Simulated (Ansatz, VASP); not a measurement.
**Two plane-wave programs on As**

Contents of INCAR:

```
PREC = Accurate
ENCUT = 520
EDIFF = 1E-6
ISMEAR = 0
SIGMA = 0.05
LREAL = F
LASPH = T
NELM = 120
ALGO = Normal
ISIF = 2
LWAVE = F
LCHARG = F
LDIPOL = T
IDIPOL = 3
DIPOL = 0.5 0.5 0.382
GGA = PE
IVDW = 12
NBANDS = 38
GGA_COMPAT = F
NELMDL = -8
```

Contents of KPOINTS:

```
regular mesh
0
Gamma
  9 9 1
```

File POSCAR:

```
As
1.0
    3.5713380906      0.0000000000      0.0000000000
   -1.7856690453      3.0928695120      0.0000000000
    0.0000000000      0.0000000000     20.2952802043
As
4
Direct
    0.3333333333      0.6666666667      0.2905917062
    0.6666666667      0.3333333333      0.2217264287
    0.8333333333      0.3333333333      0.5427508314
    0.5000000000      0.6666666667      0.4738855539
```

Input for Ansatz:

```yaml
crystal:
  lattice:
    - [3.5713380906, 0.0, 0.0]
    - [-1.7856690453, 3.092869512, 0.0]
    - [0.0, 0.0, 20.2952802043]
  atoms:
    - { symbol: As, position: [0.3333333333, 0.6666666667, 0.2905917062] }
    - { symbol: As, position: [0.6666666667, 0.3333333333, 0.2217264287] }
    - { symbol: As, position: [0.8333333333, 0.3333333333, 0.5427508314] }
    - { symbol: As, position: [0.5, 0.6666666667, 0.4738855539] }
basis:
  ecutwfc: 420
kpoints:
  mp_grid: { grid: [9, 9, 1] }
hamiltonian:
  xc: pbe
  dispersion: d3bj
scf:
  occupations: { method: gaussian, width: 0.05 }
output:
  forces: true
  eigenvalues: true
efield:
  axis: 3
  dipole_correction: true
  ramp_width: 0.04
```

Alike in both runs: task single point; functional PBE; dispersion D3(BJ); k mesh 9 × 9 × 1; occupations gaussian, width 0.05 eV; no spin polarisation.

|  | VASP | Ansatz |
| --- | --- | --- |
| version | VASP 6.6.1 | Ansatz 0.2.0 |
| potentials or method | VASP PAW PBE potentials, release 64 (As_d), cutoff 520 eV | scalar-relativistic, plane waves, PAW |
| valence electrons in the cell | 60 | 60 |

VASP gave:

- gap on the k mesh at the Fermi level (eV): 1.23
- least direct gap on the mesh (eV): 1.72
- rms of the force components (eV/Å): 0.018

Problem. Which values does Ansatz return?

Solution. gap on the k mesh at the Fermi level (eV): 1.25; least direct gap on the mesh (eV): 1.73; rms of the force components (eV/Å): 0.012.

Atom by atom the forces differ by 0.015 eV/Å (rms over components).
